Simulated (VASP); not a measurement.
Wanted: the native input for a VASP 6.6.1 run.

| Item | Value |
| --- | --- |
| Task | single point |
| Functional | LDA |
| Potentials or basis | VASP PAW LDA potentials, release 64 (Pb_d) |
| Cutoff | 500 eV |
| k mesh | 15 × 15 × 15 |
| Occupations | fermi-dirac, width 0.05 eV |
| Spin | no spin polarisation |
| Dipole correction | no |
| Further INCAR settings | ALGO = Normal; EDIFF = 1e-06; NBANDS = 13 |

The structure of Pb lies in POSCAR:

```
Pb
1.0
    0.0000000000      2.1454641812      2.1454641812
    2.1454641812      0.0000000000      2.1454641812
    2.1454641812      2.1454641812      0.0000000000
Pb
1
Direct
    0.0000000000      0.0000000000      0.0000000000
```

These files were run (other wordings do the same):

INCAR

```
SYSTEM = Pb
  PREC = Accurate
  ENCUT = 500
  EDIFF = 1E-6
  ISMEAR = -1
  SIGMA = 0.05
  LREAL = .False.
  LASPH = .True.
  NELM = 120
  ALGO = Normal
  ISIF = 2
  LWAVE = .False.
  LCHARG = .False.
  GGA = CA
  NBANDS = 13
  GGA_COMPAT = .False.
```

KPOINTS

```
regular mesh
0
Gamma
  15 15 15
  0 0 0
```

Potentials or basis: VASP PAW LDA potentials, release 64 (Pb_d).

Command:

```console
$ cat potpaw_LDA.64/Pb_d/POTCAR > POTCAR
$ mpirun -np 1 vasp_std > vasp.out
```

Results of the run:

```yaml
Pressure: 52.7 GPa
Band_gap_on_the_k_mesh: zero (bands 7 and 8 overlap by 12.03 eV)
```

Caveat: the cell stands under pressure; spin-orbit coupling is left out, which moves the levels of the heavy elements.

It took 6.9 s on 1 thread of Intel(R) Xeon(R) 6975P-C (Granite Rapids) (shared host), peak memory 0.15 GiB.
